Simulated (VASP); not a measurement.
BaF2:

```
CELL_PARAMETERS angstrom
0.00000 3.10005 3.10005
3.10005 0.00000 3.10005
3.10005 3.10005 0.00000
ATOMIC_POSITIONS crystal
Ba 0.00000 0.00000 0.00000
F 0.25000 0.25000 0.25000
F 0.75000 0.75000 0.75000
```

Program: VASP 6.6.1. Alike in all runs: task single point; potentials or basis VASP PAW PBE potentials, release 64 (Ba_sv, F); no spin polarisation; cell as given; smearing gaussian 0.05 eV.

Q: Order these runs on this cell by their band gap on the k mesh, lowest first.
A. level r2SCAN0; k mesh 4 × 4 × 4; cutoff (eV) 580; grid for exact exchange (PRECFOCK) Normal; share of exact exchange 0.25
B. level PBE; k mesh 6 × 6 × 6; cutoff (eV) 600
C. level PBE-based global hybrid with 10 % exact exchange; k mesh 4 × 4 × 4; cutoff (eV) 520; grid for exact exchange (PRECFOCK) Normal; share of exact exchange 0.1
D. level PBE0; k mesh 4 × 4 × 4; cutoff (eV) 520; grid for exact exchange (PRECFOCK) Normal; share of exact exchange 0.25

A: B (6.78 eV), C (7.83 eV), D (9.46 eV), A (9.78 eV).

Caveats: some runs use coarse meshes; spin-orbit coupling is left out, which moves the levels of the heavy elements.

A k mesh can miss the band edges.
